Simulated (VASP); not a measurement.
# InP (F-43m) in VASP: a series of runs

InP is run at these levels: PBE+D3(BJ); tasks: single point, relaxation of cell and atoms.

All numbers are computed with VASP 6.6.1; they aren't measurements. Logs are shortened: lines on timing, memory, paths and dates and some standing lists are left out, and cuts for length are marked.

## 1. The cell of the first run

Symmetry: F-43m, No. 216, cubic system. The conventional cell has a = 5.895 Å, b = 5.895 Å, c = 5.895 Å, α = 90.00°, β = 90.00°, γ = 90.00°. In (site symmetry -43m) has 4 P at 2.55 Å within 3.4 Å. Within 3.4 Å of P (site symmetry -43m) lie 4 In at 2.55 Å.

## 2. Single point, PBE+D3(BJ)

INCAR

```
SYSTEM = InP
ALGO = Normal
EDIFF = 1E-7
ENCUT = 520
GGA = PE
ISIF = 2
ISMEAR = 0
IVDW = 12
LASPH = .True.
LCHARG = .False.
LREAL = .False.
LWAVE = .False.
NBANDS = 16
NELM = 80
PREC = Accurate
SIGMA = 0.02
```

KPOINTS

```
k-points
0
Gamma
  10 10 10
  0 0 0
```

POSCAR

```
InP
1.0
    0.0000000000      2.9472946929      2.9472946929
    2.9472946929      0.0000000000      2.9472946929
    2.9472946929      2.9472946929      0.0000000000
In P
1 1
Direct
    0.0000000000      0.0000000000      0.0000000000
    0.2500000000      0.2500000000      0.2500000000
```

Potentials or basis: VASP PAW PBE potentials, release 64 (In_d, P).

Run with:

```
> cat potpaw_PBE.64/In_d/POTCAR potpaw_PBE.64/P/POTCAR > POTCAR
> mpirun -np 1 vasp_std > vasp.out
```

OUTCAR:

```text
SYSTEM = InP
   EDIFF = 1E-7
   ENCUT = 520
   GGA = PE
   ISIF = 2
   ISMEAR = 0
   IVDW = 12
   LASPH = .True.
   LREAL = .False.
   NELM = 80
   PREC = Accurate
 IVDW          = 12

 ion  position               nearest neighbor table
   1  0.000  0.000  0.000-   2 2.55   2 2.55   2 2.55   2 2.55
   2  0.250  0.250  0.250-   1 2.55   1 2.55   1 2.55   1 2.55

  LATTYP: Found a face centered cubic cell.
 ALAT       =     5.8945893858

  Lattice vectors:

 A1 = (   0.0000000000,   2.9472946929,   2.9472946929)
 A2 = (   2.9472946929,   0.0000000000,   2.9472946929)
 A3 = (   2.9472946929,   2.9472946929,   0.0000000000)

Analysis of symmetry for initial positions (statically):
=====================================================================
 Subroutine PRICEL returns:
 Original cell was already a primitive cell.

 Routine SETGRP: Setting up the symmetry group for a
 face centered cubic supercell.

 Subroutine GETGRP returns: Found 24 space group operations
 (whereof 24 operations were pure point group operations)
 out of a pool of 48 trial point group operations.

The static configuration has the point symmetry T_d .

Analysis of symmetry for dynamics (positions and initial velocities):
=====================================================================
 Subroutine PRICEL returns:
 Original cell was already a primitive cell.

 Routine SETGRP: Setting up the symmetry group for a
 face centered cubic supercell.

 Subroutine GETGRP returns: Found 24 space group operations
 (whereof 24 operations were pure point group operations)
 out of a pool of 48 trial point group operations.

The dynamic configuration has the point symmetry T_d .

 Subroutine INISYM returns: Found 24 space group operations
 (whereof 24 operations are pure point group operations),
 and found     1 'primitive' translations

----------------------------------------------------------------------------------------

                                     Primitive cell

  volume of cell :      51.2036

  direct lattice vectors                    reciprocal lattice vectors
     0.000000000  2.947294693  2.947294693    -0.169647101  0.169647101  0.169647101
     2.947294693  0.000000000  2.947294693     0.169647101 -0.169647101  0.169647101
     2.947294693  2.947294693  0.000000000     0.169647101  0.169647101 -0.169647101

  length of vectors
     4.168104127  4.168104127  4.168104127     0.293837398  0.293837398  0.293837398

  position of ions in fractional coordinates (direct lattice)
     0.000000000  0.000000000  0.000000000
     0.250000000  0.250000000  0.250000000

  ion indices of the primitive-cell ions
   primitive index   ion index
                 1           1
                 2           2

----------------------------------------------------------------------------------------

 KPOINTS: k-points

Automatic generation of k-mesh.
 Grid dimensions read from file:
 generate k-points for:   10   10   10

 Generating k-lattice:

  Cartesian coordinates                     Fractional coordinates (reciprocal lattice)
    -0.016964710  0.016964710  0.016964710     0.100000000  0.000000000  0.000000000
     0.016964710 -0.016964710  0.016964710     0.000000000  0.100000000  0.000000000
     0.016964710  0.016964710 -0.016964710     0.000000000  0.000000000  0.100000000

  Length of vectors
     0.029383740  0.029383740  0.029383740

  Shift w.r.t. Gamma in fractional coordinates (k-lattice)
     0.000000000  0.000000000  0.000000000

 Subroutine IBZKPT returns following result:
 ===========================================

 Found     47 irreducible k-points:

 Following reciprocal coordinates:
            Coordinates               Weight
  0.000000  0.000000  0.000000      1.000000
  0.100000  0.000000  0.000000      8.000000
  0.200000  0.000000  0.000000      8.000000
  0.300000  0.000000  0.000000      8.000000
  0.400000  0.000000  0.000000      8.000000
  0.500000  0.000000  0.000000      4.000000
[... 16 lines left out ...]
  0.300000  0.300000  0.000000      6.000000
  0.400000  0.300000  0.000000     24.000000
 [... further k-points ...]
   k-points           NKPTS =     47   k-points in BZ     NKDIM =     47   number of bands    NBANDS=     16
   number of dos      NEDOS =    301   number of ions     NIONS =      2
   total plane-waves  NPLWV =  32768
   dimension x,y,z NGX =    32 NGY =   32 NGZ =   32
   dimension x,y,z NGXF=    64 NGYF=   64 NGZF=   64
   ions per type =               1   1
   NGX,Y,Z   is equivalent  to a cutoff of  12.76, 12.76, 12.76 a.u.
   NGXF,Y,Z  is equivalent  to a cutoff of  25.53, 25.53, 25.53 a.u.
 SYSTEM =  InP
   PREC   = accura    normal or accurate (medium, high low for compatibility)
   ISTART =      0    job   : 0-new  1-cont  2-samecut
   ICHARG =      2    charge: 1-file 2-atom 10-const
   ISPIN  =      1    spin polarized calculation?
   LNONCOLLINEAR =      F non collinear calculations
   LSORBIT =      F    spin-orbit coupling
   LASPH  =      T    aspherical Exc in radial PAW
   ENCUT  =  520.0 eV  38.22 Ry    6.18 a.u.   7.75  7.75  7.75*2*pi/ulx,y,z
   NELM   =     80;   NELMIN=  2; NELMDL= -5     # of ELM steps
   EDIFF  = 0.1E-06   stopping-criterion for ELM
   LREAL  =      F    real-space projection
   EDIFFG = 0.1E-05   stopping-criterion for IOM
   NSW    =      0    number of steps for IOM
   IBRION =     -1    ionic relax: 0-MD 1-quasi-New 2-CG
   NFREE  =      0    steps in history (QN), initial steepest desc. (CG)
   ISIF   =      2    stress and relaxation
   ISYM   =      2    0-nonsym 1-usesym 2-fastsym
   POTIM  = 0.5000    time-step for ionic-motion
   TEBEG  =    0.0;   TEEND  =   0.0 temperature during run
   PSTRESS=    0.0 pullay stress
   NELECT =      18.0000    total number of electrons
   NUPDOWN=      -1.0000    fix difference up-down
   EMIN   =  10.00;   EMAX   =-10.00  energy-range for DOS
   EFERMI =   0.00;   METHOD = LEGACY
   ISMEAR =     0;   SIGMA  =   0.02  broadening in eV -4-tet -1-fermi 0-gaus
   EFERMI_NEDOS =   21; number of points for ismear=-14 and -15
   IALGO  =     38    algorithm
   IMIX   =      4    mixing-type and parameters
     AMIX     =   0.40;   BMIX     =  1.00
     AMIX_MAG =   1.60;   BMIX_MAG =  1.00
  volume/ion in A,a.u.               =      25.60       172.77
  Fermi-wavevector in a.u.,A,eV,Ry     =   1.155399  2.183388 18.163064  1.334948
  Thomas-Fermi vector in A             =   2.292028
   LORBIT       =      0    0 simple, 1 ext, 2 COOP (PROOUT), +10 PAW based schemes
   GGA     = PE    functional components
   LHFCALC =     F    Hartree Fock is set to
   AEXX    =    0.0000 exact exchange contribution
   IVDW    =    12    specifies the selected vdW correction
   LEPSILON=     F    determine dielectric tensor
   LRPA    =     F    only Hartree local field effects (RPA)
 non-spin polarized calculation
 Gauss-broadening in eV      SIGMA  =   0.02
  energy-cutoff  :      520.00
  volume of cell :       51.20
 maximum number of plane-waves:      1411
   NGX = 15   NGY = 15   NGZ = 15

 number of electron      18.0000008 magnetization

 Free energy of the ion-electron system (eV)
  ---------------------------------------------------
  ext. energy  EPLUGINS =         0.00000000
  ---------------------------------------------------
  free energy    TOTEN  =        -8.39719010 eV

  energy without entropy =       -8.39719010  energy(sigma->0) =       -8.39719010

 E-fermi :   5.1050     XC(G=0):  -9.2072

 val. band max:        5.0022726742   @ k =   0.0000   0.0000   0.0000
 cond. band min:       5.6211346056   @ k =   0.0000   0.0000   0.0000
 fundamental gap:      0.6188619314
 Fermi energy:         5.1050262170

 k-point     1 :       0.0000    0.0000    0.0000
  band No.  band energies     occupation
      1      -9.1493      2.00000
      2      -9.1493      2.00000
      3      -9.1493      2.00000
      4      -9.0056      2.00000
      5      -9.0056      2.00000
      6      -6.3988      2.00000
[... 8 lines left out ...]
     15      14.4247      0.00000
     16      14.4247      0.00000

 k-point     2 :       0.1000    0.0000    0.0000
  band No.  band energies     occupation
      1      -9.1608      2.00000
      2      -9.1447      2.00000
      3      -9.1446      2.00000
      4      -9.0056      2.00000
      5      -9.0056      2.00000
      6      -6.2870      2.00000
[... 8 lines left out ...]
     15      13.9460      0.00000
     16      14.0659      0.00000

 k-point     3 :       0.2000    0.0000    0.0000
  band No.  band energies     occupation
      1      -9.1899      2.00000
      2      -9.1334      2.00000
      3      -9.1334      2.00000
      4      -9.0045      2.00000
      5      -9.0045      2.00000
      6      -5.9660      2.00000
[... 8 lines left out ...]
     15      13.5336      0.00000
     16      14.3411      0.00000

 k-point     4 :       0.3000    0.0000    0.0000
  band No.  band energies     occupation
      1      -9.2241      2.00000
      2      -9.1218      2.00000
      3      -9.1218      2.00000
      4      -9.0008      2.00000
      5      -9.0008      2.00000
      6      -5.4865      2.00000
[... 8 lines left out ...]
     15      13.8171      0.00000
     16      13.9187      0.00000

 k-point     5 :       0.4000    0.0000    0.0000
  band No.  band energies     occupation
      1      -9.2507      2.00000
      2      -9.1147      2.00000
      3      -9.1147      2.00000
      4      -8.9954      2.00000
      5      -8.9954      2.00000
      6      -4.9782      2.00000
[... 8 lines left out ...]
     15      14.7675      0.00000
     16      14.7675      0.00000

 k-point     6 :       0.5000    0.0000    0.0000
  band No.  band energies     occupation
      1      -9.2605      2.00000
      2      -9.1125      2.00000
      3      -9.1125      2.00000
      4      -8.9928      2.00000
      5      -8.9928      2.00000
      6      -4.7306      2.00000
[... 8 lines left out ...]
     15      15.6048      0.00000
     16      15.6048      0.00000

 k-point     7 :       0.1000    0.1000    0.0000
  band No.  band energies     occupation
      1      -9.1696      2.00000
      2      -9.1403      2.00000
      3      -9.1403      2.00000
      4      -9.0092      2.00000
      5      -9.0024      2.00000
      6      -6.2500      2.00000
[... 8 lines left out ...]
     15      14.3017      0.00000
     16      14.5161      0.00000

 k-point     8 :       0.2000    0.1000    0.0000
  band No.  band energies     occupation
      1      -9.1937      2.00000
      2      -9.1308      2.00000
      3      -9.1288      2.00000
      4      -9.0121      2.00000
      5      -8.9993      2.00000
      6      -5.9989      2.00000
[... 8 lines left out ...]
     15      14.3157      0.00000
     16      15.0681      0.00000

 k-point     9 :       0.3000    0.1000    0.0000
  band No.  band energies     occupation
      1      -9.2234      2.00000
      2      -9.1210      2.00000
      3      -9.1164      2.00000
      4      -9.0117      2.00000
      5      -8.9953      2.00000
      6      -5.5696      2.00000
[... 8 lines left out ...]
     15      14.4131      0.00000
     16      14.7922      0.00000
[... 172 lines left out ...]
 k-point    19 :       0.5000    0.2000    0.0000
  band No.  band energies     occupation
      1      -9.2733      2.00000
      2      -9.1000      2.00000
      3      -9.0891      2.00000
      4      -9.0151      2.00000
      5      -8.9882      2.00000
      6      -4.5652      2.00000
[... 8 lines left out ...]
     15      15.6832      0.00000
     16      16.3483      0.00000

 k-point    20 :      -0.4000    0.2000    0.0000
  band No.  band energies     occupation
      1      -9.2704      2.00000
      2      -9.1028      2.00000
      3      -9.0917      2.00000
      4      -9.0061      2.00000
      5      -8.9958      2.00000
      6      -4.4944      2.00000
[... 8 lines left out ...]
     15      14.4521      0.00000
     16      16.1243      0.00000

 k-point    21 :      -0.3000    0.2000    0.0000
  band No.  band energies     occupation
      1      -9.2561      2.00000
      2      -9.1066      2.00000
      3      -9.1003      2.00000
      4      -9.0051      2.00000
      5      -8.9998      2.00000
      6      -4.8410      2.00000
[... 8 lines left out ...]
     15      15.2228      0.00000
     16      16.4000      0.00000

 k-point    22 :      -0.2000    0.2000    0.0000
  band No.  band energies     occupation
      1      -9.2341      2.00000
      2      -9.1142      2.00000
      3      -9.1125      2.00000
      4      -9.0099      2.00000
      5      -8.9976      2.00000
      6      -5.3239      2.00000
[... 8 lines left out ...]
     15      15.2082      0.00000
     16      16.2612      0.00000

 k-point    23 :       0.3000    0.3000    0.0000
  band No.  band energies     occupation
      1      -9.2710      2.00000
      2      -9.0858      2.00000
      3      -9.0858      2.00000
      4      -9.0350      2.00000
      5      -8.9839      2.00000
      6      -5.1814      2.00000
[... 8 lines left out ...]
     15      15.1698      0.00000
     16      17.8232      0.00000

 k-point    24 :       0.4000    0.3000    0.0000
  band No.  band energies     occupation
      1      -9.2896      2.00000
      2      -9.0771      2.00000
      3      -9.0740      2.00000
      4      -9.0382      2.00000
      5      -8.9805      2.00000
      6      -4.7759      2.00000
[... 8 lines left out ...]
     15      15.5849      0.00000
     16      17.6527      0.00000

 [... further k-points ...]

------------------------ aborting loop because EDIFF is reached ----------------------------------------

 Edisp (eV)   -0.61551

 E8    (eV) :    -0.2736

  FORCE on cell =-STRESS in cart. coord.  units (eV):
  Direction    XX          YY          ZZ          XY          YZ          ZX
  --------------------------------------------------------------------------------------
  -------------------------------------------------------------------------------------
  Total      -0.02503    -0.02503    -0.02503    -0.00000     0.00000    -0.00000
  in kB      -0.78307    -0.78307    -0.78307    -0.00000     0.00000    -0.00000
  external pressure =       -0.78 kB  Pullay stress =        0.00 kB

 VOLUME and BASIS-vectors are now :
 -----------------------------------------------------------------------------
  energy-cutoff  :      520.00
  volume of cell :       51.20
      direct lattice vectors                 reciprocal lattice vectors
     0.000000000  2.947294693  2.947294693    -0.169647101  0.169647101  0.169647101
     2.947294693  0.000000000  2.947294693     0.169647101 -0.169647101  0.169647101
     2.947294693  2.947294693  0.000000000     0.169647101  0.169647101 -0.169647101

 POSITION                                       TOTAL-FORCE (eV/Angst)
 -----------------------------------------------------------------------------------
      0.00000      0.00000      0.00000         0.000000      0.000000      0.000000
      1.47365      1.47365      1.47365        -0.000000      0.000000     -0.000000
 -----------------------------------------------------------------------------------
    total drift:                               -0.000000     -0.000000     -0.000000

  FREE ENERGIE OF THE ION-ELECTRON SYSTEM (eV)
  ---------------------------------------------------
  free  energy   TOTEN  =        -9.0127020874 eV

  energy  without entropy=       -9.0127020874  energy(sigma->0) =       -9.01270209
```

It took 17 s on 1 thread of Intel Xeon Platinum 8488C (Sapphire Rapids), shared host; peak memory 0.2 GiB.

What came out:

| Item | Value |
| --- | --- |
| Free energy | -9.0127 eV |
| Pressure | -0.1 GPa |
| Band gap on the k mesh | 0.62 eV, direct |
| Dispersion energy per atom | -0.308 eV |

Caveat: spin-orbit coupling is left out, which moves the levels of the heavy elements.

(Continued in part 2 of 2.)
